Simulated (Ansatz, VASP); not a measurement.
# AlN in VASP and in Ansatz

Contents of INCAR:

```
PREC = Accurate
ENCUT = 520
EDIFF = 1E-6
ISMEAR = 0
SIGMA = 0.05
LREAL = False
LASPH = True
NELM = 80
ALGO = Normal
ISIF = 2
LWAVE = False
LCHARG = False
GGA = PS
NBANDS = 16
```

The input KPOINTS:

```
regular mesh
0
Gamma
  9 9 6
```

POSCAR

```
AlN
1.0
    3.2222000000      0.0000000000      0.0000000000
   -1.6111000000      2.7905070561      0.0000000000
    0.0000000000      0.0000000000      4.1400037194
Al N
2 2
Direct
    0.3333333333      0.6666666667      0.7500000000
    0.6666666667      0.3333333333      0.2500000000
    0.3333333333      0.6666666667      0.2500000000
    0.6666666667      0.3333333333      0.7500000000
```

Input for Ansatz:

```yaml
crystal:
  lattice:
    - [3.2222, 0.0, 0.0]
    - [-1.6111, 2.7905070561, 0.0]
    - [0.0, 0.0, 4.1400037194]
  atoms:
    - { symbol: Al, position: [0.3333333333, 0.6666666667, 0.75] }
    - { symbol: Al, position: [0.6666666667, 0.3333333333, 0.25] }
    - { symbol: "N", position: [0.3333333333, 0.6666666667, 0.25] }
    - { symbol: "N", position: [0.6666666667, 0.3333333333, 0.75] }
basis:
  ecutwfc: 520.0
kpoints:
  mp_grid: { grid: [9, 9, 6] }
hamiltonian:
  xc: pbesol
  pseudopotentials: { kind: paw, azcp: { folder: soft_1 } }
scf:
  occupations: { method: gaussian, width: 0.05 }
output:
  forces: true
  stress: true
  eigenvalues: true
  write_density: true
  write_potential: true
  elf: true
  volumetric_format: npy
```

Alike in both runs: task single point; functional PBEsol; k mesh 9 × 9 × 6; occupations gaussian, width 0.05 eV; no spin polarisation.

|  | VASP | Ansatz |
| --- | --- | --- |
| version | VASP 6.6.1 | Ansatz 0.2.0 |
| potentials or method | VASP PAW PBE potentials, release 64 (Al, N), cutoff 520 eV | scalar-relativistic, plane waves, PAW |
| valence electrons in the cell | 16 | 16 |

VASP gave:

| Property | Result |
| --- | --- |
| gap on the k mesh at the Fermi level (eV) | 3.65 |
| least direct gap on the mesh (eV) | 3.65 |
| pressure (GPa) | 12.5 |
| traceless stress, the component that is largest in VASP (GPa) | -5.66 |

Task: Estimate Ansatz's values.

Result: gap on the k mesh at the Fermi level (eV): 3.63; least direct gap on the mesh (eV): 3.63; pressure (GPa): 12.4; traceless stress, the component that is largest in VASP (GPa): -5.59.

VASP's potentials were made for PBE, not for PBEsol, and Ansatz warns of the same on its side.
